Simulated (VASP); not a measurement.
Wanted: the native input for a VASP 6.6.1 run.

```
Task                   : single point
Functional             : LDA
Potentials or basis    : VASP PAW LDA potentials, release 64 (In_d, Cu)
Cutoff                 : 520 eV
k mesh                 : 9 × 9 × 6
Occupations            : fermi-dirac, width 0.05 eV
Spin                   : no spin polarisation
Dipole correction      : no
Further INCAR settings : ALGO = Normal; EDIFF = 1e-07; NBANDS = 44
```

The structure of InCu2 lies in POSCAR:

```
InCu2
1.0
    4.3283297740      0.0000000000      0.0000000000
   -2.1641648870      3.7484435402      0.0000000000
    0.0000000000      0.0000000000      5.2140339691
In Cu
2 4
Direct
    0.3333333333      0.6666666667      0.7500000000
    0.6666666667      0.3333333333      0.2500000000
    0.3333333333      0.6666666667      0.2500000000
    0.6666666667      0.3333333333      0.7500000000
    0.0000000000      0.0000000000      0.0000000000
    0.0000000000      0.0000000000      0.5000000000
```

One way to write it, as run:

INCAR

```
SYSTEM = InCu2
ALGO = Normal
EDIFF = 1E-7
ENCUT = 520
ISIF = 2
ISMEAR = -1
LASPH = .TRUE.
LCHARG = .FALSE.
LREAL = .FALSE.
LWAVE = .FALSE.
NBANDS = 44
NELM = 100
PREC = Accurate
SIGMA = 0.05
```

KPOINTS

```
k-points
0
G
  9 9 6
  0 0 0
```

Potentials or basis: VASP PAW LDA potentials, release 64 (In_d, Cu).

The run is started by

```sh
$ cat potpaw_LDA.64/In_d/POTCAR potpaw_LDA.64/Cu/POTCAR > POTCAR
$ mpirun -np 1 vasp_std > vasp.out
```

Results of the run:

```yaml
Pressure: 0.6 GPa
Band_gap_on_the_k_mesh: zero (bands 35 and 36 overlap by 5.09 eV)
```

Caveat: spin-orbit coupling is left out, which moves the levels of the heavy elements.

Run time: 2.7 min on 1 thread of AMD EPYC 9R45 96-Core Processor (Zen 5) (shared host), peak memory 0.23 GiB.
